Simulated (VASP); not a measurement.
# W16C15 (a cell with a defect) in VASP: further runs, part 2 of 3

VASP 6.6.1. Earlier steps stand in the parts before.

## Step 3: Single point, PBE

INCAR

```
SYSTEM = W16C15
PREC = Accurate
ENCUT = 520
EDIFF = 1E-6
ISMEAR = 1
SIGMA = 0.1
LREAL = Auto
LASPH = .True.
NELM = 120
ALGO = Normal
ISIF = 2
LWAVE = .False.
LCHARG = .False.
GGA = PE
NBANDS = 163
GGA_COMPAT = .False.
```

KPOINTS

```
regular mesh
0
Gamma
  1 1 1
  0 0 0
```

POSCAR

```
W16C15
1.0
   -2.9220740600      5.0611807300      5.6926483200
    5.8441481100      0.0000000000      5.6926483200
    2.9220740600      5.0611807300      0.0000000000
W C
16 15
Direct
    0.0061111123     -0.0014370266     -0.0025737222
    0.2512349870      0.2481932340      0.2500315816
    0.0015056118     -0.0015607022      0.4997804335
    0.2530949914      0.2500884839      0.7481257589
   -0.0006767153      0.4968143685     -0.0014014087
    0.2537799312      0.7513442702      0.2500150593
   -0.0006700087      0.4968177582      0.5047708038
    0.2537875800      0.7513415131      0.7443536598
    0.5030694844     -0.0002631911     -0.0033204566
    0.7508354305      0.2475781236      0.2519216389
    0.5030704426     -0.0002418616      0.4999831028
    0.7508554897      0.2475879621      0.7491520384
    0.5024466725      0.4996261655     -0.0012880461
    0.7523873815      0.7444591191      0.2513636783
    0.5005334621      0.4972953802      0.5008164731
    0.7519709014      0.7491239139      0.7491965722
    0.0355022143      0.2127644298      0.1238992843
    0.2840199212      0.4666344905      0.3685850488
    0.0355037674      0.2127477550      0.6273387686
    0.2840140738      0.4666288769      0.8801306701
   -0.2107222092      0.4634127358      0.3733970443
    0.2896040764      0.9634562843      0.3732114502
    0.0384314157      0.7123315294      0.6244120643
    0.2871411815      0.9613597712      0.8754707977
    0.5364228184      0.2140759186      0.1244284278
    0.5351813103      0.2154333489      0.6244262731
    0.7872033546      0.4609374099      0.8757028726
    0.5379263065      0.7151180205      0.1255453100
    0.7908902773      0.9596588499      0.3660913033
    0.5379129777      0.7151212058      0.6208866992
    0.7908817498      0.9596653205      0.8829330410
```

Potentials or basis: VASP PAW PBE potentials, release 64 (W_sv, C).

The run is started by

```console
$ cat potpaw_PBE.64/W_sv/POTCAR potpaw_PBE.64/C/POTCAR > POTCAR
$ mpirun -np 1 vasp_gam > vasp.out
```

OUTCAR:

```text
SYSTEM = W16C15
   PREC = Accurate
   ENCUT = 520
   EDIFF = 1E-6
   ISMEAR = 1
   LREAL = Auto
   LASPH = .True.
   NELM = 120
   ISIF = 2
   GGA = PE

 ion  position               nearest neighbor table
   1  0.006  0.999  0.997-  24 2.13  31 2.21  29 2.21  17 2.21  19 2.21   4 2.84  14 2.89   6 2.91
                             8 2.91   3 2.92   3 2.92  10 2.95  12 2.95
   2  0.251  0.248  0.250-  22 2.15  25 2.16  18 2.23  20 2.23  17 2.25  19 2.25   3 2.84  13 2.86
                             4 2.92   4 2.92  11 2.93   9 2.93   5 2.93   7 2.93
   3  0.002  0.998  0.500-  23 2.16  22 2.18  19 2.23  17 2.24  29 2.25  31 2.25  16 2.84   2 2.84
                             6 2.91   8 2.91  12 2.92  10 2.92   1 2.92   1 2.92
   4  0.253  0.250  0.748-  26 2.13  24 2.18  19 2.25  17 2.25  20 2.26  18 2.26  15 2.82   1 2.84
                             7 2.92   5 2.92  11 2.92   9 2.92   2 2.92   2 2.92
   5  0.999  0.497  0.999-  17 2.15  20 2.15  27 2.21  21 2.22  23 2.23  10 2.83   7 2.89   8 2.90
                            14 2.91  16 2.91   4 2.92   2 2.93   7 2.96
   6  0.254  0.751  0.250-  28 2.15  18 2.15  22 2.21  24 2.21  23 2.23   9 2.83   8 2.89   7 2.90
                             1 2.91   3 2.91  15 2.92  13 2.93   8 2.96
   7  0.999  0.497  0.505-  19 2.15  18 2.15  27 2.21  21 2.22  23 2.23  12 2.83   5 2.89   6 2.90
                            14 2.91  16 2.91   4 2.92   2 2.93   5 2.96
   8  0.254  0.751  0.744-  30 2.15  20 2.15  22 2.21  24 2.21  23 2.23  11 2.83   6 2.89   5 2.90
                             1 2.91   3 2.91  15 2.92  13 2.93   6 2.96
   9  0.503  1.000  0.997-  28 2.15  31 2.18  26 2.23  22 2.23  25 2.23  24 2.24  12 2.82   6 2.83
[... 16 lines left out ...]
  18  0.284  0.467  0.369-   7 2.15   6 2.15   2 2.23  13 2.23  15 2.26   4 2.26
  19  0.036  0.213  0.627-   7 2.15  12 2.15   1 2.21   3 2.23   2 2.25   4 2.25
  20  0.284  0.467  0.880-   5 2.15   8 2.15   2 2.23  13 2.23  15 2.26   4 2.26
  21  0.789  0.463  0.373-  14 2.13  15 2.18   5 2.22   7 2.22  12 2.24  10 2.24
  22  0.290  0.963  0.373-   2 2.15   3 2.18   6 2.21   8 2.21   9 2.23  11 2.23
  23  0.038  0.712  0.624-   3 2.16  16 2.17   8 2.23   5 2.23   6 2.23   7 2.23
  24  0.287  0.961  0.875-   1 2.13   4 2.18   8 2.21   6 2.21  11 2.24   9 2.24
  25  0.536  0.214  0.124-   2 2.16  13 2.16  12 2.23   9 2.23  10 2.23  11 2.23
  26  0.535  0.215  0.624-  15 2.13   4 2.13  11 2.23   9 2.23  10 2.23  12 2.23
  27  0.787  0.461  0.876-  13 2.15  16 2.18   5 2.21   7 2.21  10 2.23  12 2.23
  28  0.538  0.715  0.126-   6 2.15   9 2.15  14 2.21  16 2.24  15 2.24  13 2.25
  29  0.791  0.960  0.366-  11 2.18  10 2.18  14 2.21   1 2.21  16 2.25   3 2.25
  30  0.538  0.715  0.621-   8 2.15  11 2.15  14 2.21  16 2.24  15 2.24  13 2.25
  31  0.791  0.960  0.883-   9 2.18  12 2.18  14 2.21   1 2.21  16 2.25   3 2.25

  LATTYP: Found a body centered orthorhombic cell.
 ALAT       =     5.8441481153
 B/A-ratio  =     1.7320508070
 C/A-ratio  =     1.9481533348

  Lattice vectors:

 A1 = (   2.9220740600,  -5.0611807300,  -5.6926483200)
 A2 = (  -2.9220740500,   5.0611807300,  -5.6926483200)
 A3 = (   5.8441481100,   0.0000000000,   5.6926483200)

Analysis of symmetry for initial positions (statically):
=====================================================================
 Subroutine PRICEL returns:
 Original cell was already a primitive cell.

 Routine SETGRP: Setting up the symmetry group for a
 body centered orthorhombic supercell.

 Subroutine GETGRP returns: Found  1 space group operations
 (whereof  1 operations were pure point group operations)
 out of a pool of  8 trial point group operations.

The static configuration has the point symmetry C_1 .

Analysis of symmetry for dynamics (positions and initial velocities):
=====================================================================
 Subroutine PRICEL returns:
 Original cell was already a primitive cell.

 Routine SETGRP: Setting up the symmetry group for a
[... 130 lines left out ...]
 SYSTEM =  W16C15
   PREC   = accura    normal or accurate (medium, high low for compatibility)
   ISTART =      0    job   : 0-new  1-cont  2-samecut
   ICHARG =      2    charge: 1-file 2-atom 10-const
   ISPIN  =      1    spin polarized calculation?
   LNONCOLLINEAR =      F non collinear calculations
   LSORBIT =      F    spin-orbit coupling
   LASPH  =      T    aspherical Exc in radial PAW
   ENCUT  =  520.0 eV  38.22 Ry    6.18 a.u.  15.17 15.17 10.87*2*pi/ulx,y,z
   NELM   =    120;   NELMIN=  2; NELMDL= -5     # of ELM steps
   EDIFF  = 0.1E-05   stopping-criterion for ELM
   LREAL  =      T    real-space projection
   EDIFFG = 0.1E-04   stopping-criterion for IOM
   NSW    =      0    number of steps for IOM
   IBRION =     -1    ionic relax: 0-MD 1-quasi-New 2-CG
   NFREE  =      0    steps in history (QN), initial steepest desc. (CG)
   ISIF   =      2    stress and relaxation
   ISYM   =      2    0-nonsym 1-usesym 2-fastsym
   POTIM  = 0.5000    time-step for ionic-motion
   TEBEG  =    0.0;   TEEND  =   0.0 temperature during run
   PSTRESS=    0.0 pullay stress
   NELECT =     284.0000    total number of electrons
   NUPDOWN=      -1.0000    fix difference up-down
   EMIN   =  10.00;   EMAX   =-10.00  energy-range for DOS
   EFERMI =   0.00;   METHOD = LEGACY
   ISMEAR =     1;   SIGMA  =   0.10  broadening in eV -4-tet -1-fermi 0-gaus
   EFERMI_NEDOS =   21; number of points for ismear=-14 and -15
   IALGO  =     38    algorithm
   IMIX   =      4    mixing-type and parameters
     AMIX     =   0.40;   BMIX     =  1.00
     AMIX_MAG =   1.60;   BMIX_MAG =  1.00
  volume/ion in A,a.u.               =      10.86        73.31
  Fermi-wavevector in a.u.,A,eV,Ry     =   1.546709  2.922855 32.549316  2.392307
  Thomas-Fermi vector in A             =   2.651906
   LORBIT       =      0    0 simple, 1 ext, 2 COOP (PROOUT), +10 PAW based schemes
   GGA     = PE    functional components
   LHFCALC =     F    Hartree Fock is set to
   AEXX    =    0.0000 exact exchange contribution
   IVDW    =     0    specifies the selected vdW correction
   LEPSILON=     F    determine dielectric tensor
   LRPA    =     F    only Hartree local field effects (RPA)
 non-spin polarized calculation
 Methfessel and Paxton  Order N= 1 SIGMA  =   0.10
  energy-cutoff  :      520.00
  volume of cell :      336.76
 maximum number of plane-waves:      4535
 NGX is ok and might be reduce to    64
   NGX = 31   NGY = 31   NGZ = 21

 number of electron     283.9999999 magnetization

 Free energy of the ion-electron system (eV)
  ---------------------------------------------------
  ext. energy  EPLUGINS =         0.00000000
  ---------------------------------------------------
  free energy    TOTEN  =      -348.49077748 eV

  energy without entropy =     -348.50321079  energy(sigma->0) =     -348.49492192

 E-fermi :  11.1622     XC(G=0): -13.6117

 val. band max:       11.0896613706   @ k =   0.0000   0.0000   0.0000
 cond. band min:      11.6941808900   @ k =   0.0000   0.0000   0.0000
 fundamental gap:      0.6045195195
 Fermi energy:        11.1621725056

 k-point     1 :       0.0000    0.0000    0.0000
  band No.  band energies     occupation
      1     -63.4076      2.00000
      2     -63.3859      2.00000
      3     -63.3681      2.00000
      4     -63.3540      2.00000
      5     -63.3475      2.00000
      6     -63.3403      2.00000
[... 146 lines left out ...]
    153      13.8548      0.00000
    154      13.8844      0.00000
 [bands above 154 left out]

------------------------ aborting loop because EDIFF is reached ----------------------------------------

  FORCE on cell =-STRESS in cart. coord.  units (eV):
  Direction    XX          YY          ZZ          XY          YZ          ZX
  --------------------------------------------------------------------------------------
  -------------------------------------------------------------------------------------
  Total        5.5505096    -19.9944799      7.7551599    -22.1023276     -0.0249803      0.0371098
  in kB       26.4074236    -95.1268866     36.8963946   -105.1553039     -0.1188478      0.1765558
  external PRESSURE =     -10.6076894 kB  Pullay stress =       0.0000000 kB

 VOLUME and BASIS-vectors are now :
 -----------------------------------------------------------------------------
  energy-cutoff  :      520.00
  volume of cell :      336.76
      direct lattice vectors                 reciprocal lattice vectors
    -2.922074060  5.061180730  5.692648320    -0.085555669  0.049395588  0.087832582
     5.844148110  0.000000000  5.692648320     0.085555669 -0.049395588  0.087832582
     2.922074060  5.061180730  0.000000000     0.085555669  0.148186765 -0.087832582

 POSITION                                       TOTAL-FORCE (eV/Angst)
 -----------------------------------------------------------------------------------
      8.73245      5.07908      5.71926         0.003954     -0.001850     -0.043333
      1.44696      2.53700      2.84307         0.014702     -0.011087     -0.004762
      7.29102      2.53710      5.69233         0.012711     -0.008059      0.025115
      2.90807      5.06736      2.86445         0.003093     -0.000716      0.008653
      2.90134     10.11184      8.51699         0.020526      0.020062      0.008332
      4.37997      2.54980      5.72182         0.000098     -0.020081     -0.013091
[... 23 lines left out ...]
      4.42173      5.86489      7.13308         0.020463      0.025842      0.002695
      5.87741      8.47148      9.96525         0.013127     -0.010036      0.004899
 -----------------------------------------------------------------------------------
    total drift:                               -0.105006      0.069213     -0.004140

  FREE ENERGIE OF THE ION-ELECTRON SYSTEM (eV)
  ---------------------------------------------------
  free  energy   TOTEN  =      -348.4907774834 eV

  energy  without entropy=     -348.5032107858  energy(sigma->0) =     -348.49492192
```

Wall time 3.7 min (1 thread of AMD EPYC 7R43 (Zen 3), shared host); peak memory 0.4 GiB.

What came out:

```yaml
Free_energy: -348.4908 eV
Pressure: -1.1 GPa
Largest_force: 0.044 eV/Å
Band_gap_on_the_k_mesh: 0.60 eV
```

Forces on the atoms (eV/Å):
```
W    0.004 -0.002 -0.043
W    0.015 -0.011 -0.005
W    0.013 -0.008  0.025
W    0.003 -0.001  0.009
W    0.021  0.020  0.008
W    0.000 -0.020 -0.013
W   -0.006 -0.031  0.009
W    0.016  0.006 -0.011
W    0.017  0.010  0.002
W    0.001 -0.002 -0.003
W   -0.003 -0.021  0.001
W    0.002  0.000 -0.005
W    0.009 -0.008 -0.005
W    0.010 -0.009  0.031
W    0.004 -0.005  0.002
W   -0.001  0.002 -0.019
C    0.011  0.014 -0.001
C    0.020  0.021  0.000
C   -0.002 -0.013 -0.001
C   -0.005 -0.022  0.004
C   -0.037  0.020 -0.006
C   -0.018  0.009 -0.002
C   -0.018  0.009 -0.009
C   -0.036  0.024  0.009
C   -0.024  0.016  0.007
C   -0.022  0.013  0.003
C   -0.012  0.009  0.006
C   -0.013 -0.029 -0.002
C    0.017 -0.007  0.003
C    0.020  0.026  0.003
C    0.013 -0.010  0.005
```

Stress tensor (GPa, compression positive):
```
  2.64 -10.52   0.02
-10.52  -9.51  -0.01
  0.02  -0.01   3.69
```

Caveat: the k points lie up to 1.21 Å⁻¹ apart; spin-orbit coupling is left out, which moves the levels of the heavy elements.

## Step 4: Single point, PBE

INCAR

```
  PREC = Accurate
  ENCUT = 520
  EDIFF = 1E-6
  ISMEAR = 1
  SIGMA = 0.1
  LREAL = Auto
  LASPH = T
  NELM = 120
  ALGO = Normal
  ISIF = 2
  LWAVE = F
  LCHARG = T
  GGA = PE
  LELF = T
  LVHAR = T
  NBANDS = 163
  GGA_COMPAT = F
```

KPOINTS

```
Automatic mesh
0
Gamma
  1 1 1
```

POSCAR

```
W16C15
1.0
   -2.9220740600      5.0611807300      5.6926483200
    5.8441481100      0.0000000000      5.6926483200
    2.9220740600      5.0611807300      0.0000000000
W C
16 15
Direct
    0.0042940130     -0.0017091001     -0.0021034175
    0.2535326507      0.2476992610      0.2485628356
    0.0022015519     -0.0036079272      0.4999073700
    0.2516195929      0.2456224359      0.7505607817
    0.0048445573      0.4995275449     -0.0058909534
    0.2540662817      0.7480045787      0.2466645033
    0.0048169087      0.4995520315      0.4999159068
    0.2540791707      0.7480392950      0.7495702288
    0.5019117975     -0.0041513808     -0.0012327791
    0.7503490036      0.2450880376      0.2485212739
    0.5018616444     -0.0041778177      0.5017537708
    0.7503352203      0.2451014695      0.7543593176
    0.5031393724      0.4973041259     -0.0010583096
    0.7571647938      0.7466261518      0.2472931126
    0.5033055919      0.4927555876      0.5011418426
    0.7526093023      0.7467629618      0.7494925600
    0.0350928939      0.2147936124      0.1300426831
    0.2889264689      0.4632988152      0.3751501921
    0.0350849145      0.2148161720      0.6186010881
    0.2889516797      0.4633375466      0.8710025510
    0.0382093036      0.7095210603      0.1253483807
    0.2875482952      0.9623520324      0.3741204297
    0.0406665798      0.7115834731      0.6231281312
    0.2862501639      0.9636127470      0.8742189664
    0.5383170979      0.2092358442      0.1253250796
    0.5403636746      0.2117019299      0.6230332310
    0.7894120932      0.4604843697      0.8742813114
    0.5419636790      0.7079232980      0.1325354511
    0.7865320055      0.9609195216      0.3733963419
    0.5419958169      0.7078899305      0.6158014072
    0.7865803813      0.9609447495      0.8775101638
```

Potentials or basis: VASP PAW PBE potentials, release 64 (W_sv, C).

The run is started by

```console
$ cat potpaw_PBE.64/W_sv/POTCAR potpaw_PBE.64/C/POTCAR > POTCAR
$ mpirun -np 1 vasp_gam > vasp.out
```

OUTCAR:

```text
PREC = Accurate
   ENCUT = 520
   EDIFF = 1E-6
   ISMEAR = 1
   LREAL = Auto
   LASPH = T
   NELM = 120
   ISIF = 2
   GGA = PE

 ion  position               nearest neighbor table
   1  0.004  0.998  0.998-  24 2.13  21 2.18  31 2.25  29 2.25  19 2.26  17 2.26   4 2.82  14 2.84
                            10 2.92  12 2.92   6 2.92   8 2.92   3 2.92   3 2.92
   2  0.254  0.248  0.249-  25 2.15  22 2.16  17 2.23  19 2.23  18 2.25  20 2.25  13 2.84   3 2.86
                             4 2.92   4 2.92  11 2.93   9 2.93   5 2.93   7 2.93
[... 435 lines left out ...]
  Total        5.5264865    -19.9802247      7.7525755    -22.1010258      0.0074344      0.0054032
  in kB       26.2931296    -95.0590654     36.8840987   -105.1491107      0.0353704      0.0257065
  external PRESSURE =     -10.6272791 kB  Pullay stress =       0.0000000 kB

 VOLUME and BASIS-vectors are now :
 -----------------------------------------------------------------------------
  energy-cutoff  :      520.00
  volume of cell :      336.76
      direct lattice vectors                 reciprocal lattice vectors
    -2.922074060  5.061180730  5.692648320    -0.085555669  0.049395588  0.087832582
     5.844148110  0.000000000  5.692648320     0.085555669 -0.049395588  0.087832582
     2.922074060  5.061180730  0.000000000     0.085555669  0.148186765 -0.087832582

 POSITION                                       TOTAL-FORCE (eV/Angst)
 -----------------------------------------------------------------------------------
      8.73754      5.07227      5.70736         0.006385     -0.003780     -0.003466
      1.43307      2.54120      2.85334         0.024661     -0.013156     -0.002936
      7.27740      2.54126      5.68464         0.022697     -0.013849     -0.002010
      2.89340      5.07222      2.83062         0.004212     -0.002160     -0.000871
      5.81002      5.05588      2.87121         0.009971      0.016168     -0.011777
      4.34982      2.53429      5.70444        -0.010290      0.012339     -0.000611
[... 23 lines left out ...]
      4.35268      5.85982      7.11516         0.019202     -0.012026      0.002748
      5.88161      8.42226      9.94805        -0.002890     -0.028696      0.002031
 -----------------------------------------------------------------------------------
    total drift:                               -0.047742      0.053057      0.013343

  FREE ENERGIE OF THE ION-ELECTRON SYSTEM (eV)
  ---------------------------------------------------
  free  energy   TOTEN  =      -348.4922349695 eV

  energy  without entropy=     -348.5046834822  energy(sigma->0) =     -348.49638447
```

stdout:

```text
POSCAR found type information on POSCAR W C
 POSCAR found :  2 types and      31 ions
 scaLAPACK will be used
 LDA part: xc-table for (Slater+PW92), standard interpolation
 POSCAR, INCAR and KPOINTS ok, starting setup
 FFT: planning ... GRIDC
 FFT: planning ... GRID_SOFT
 FFT: planning ... GRID
 WAVECAR not read
 entering main loop
```

Run time: 5.3 min. Hardware: 1 thread of AMD EPYC 7R43 (Zen 3), shared host; peak memory 0.38 GiB.

What came out:

```yaml
Free_energy: -348.4922 eV
Pressure: -1.1 GPa
Largest_force: 0.040 eV/Å
Band_gap_on_the_k_mesh: 0.60 eV
```

Forces on the atoms (eV/Å):
```
W    0.006 -0.004 -0.003
W    0.025 -0.013 -0.003
W    0.023 -0.014 -0.002
W    0.004 -0.002 -0.001
W    0.010  0.016 -0.012
W   -0.010  0.012 -0.001
W   -0.014 -0.013 -0.014
W   -0.017  0.004 -0.004
W   -0.009  0.011 -0.005
W    0.001  0.021  0.010
W   -0.017  0.005  0.003
W   -0.018 -0.014  0.013
W    0.014 -0.009 -0.021
W    0.010 -0.009 -0.038
W    0.013 -0.009  0.028
W    0.015 -0.010  0.017
C   -0.012 -0.027 -0.002
C   -0.006 -0.029  0.001
C    0.015  0.013  0.001
C    0.025  0.017  0.002
C   -0.027  0.018  0.016
C   -0.015  0.015  0.002
C   -0.011 -0.001  0.001
C   -0.019  0.014  0.006
C   -0.005  0.011  0.000
C   -0.028  0.018 -0.015
C   -0.011  0.007  0.001
C    0.021 -0.007  0.003
C    0.021  0.017  0.009
C    0.019 -0.012  0.003
C   -0.003 -0.029  0.002
```

Stress tensor (GPa, compression positive):
```
  2.63 -10.51   0.00
-10.51  -9.51   0.00
  0.00   0.00   3.69
```

Caveat: the k points lie up to 1.21 Å⁻¹ apart; spin-orbit coupling is left out, which moves the levels of the heavy elements.

(Part 2 of 3 ends here.)
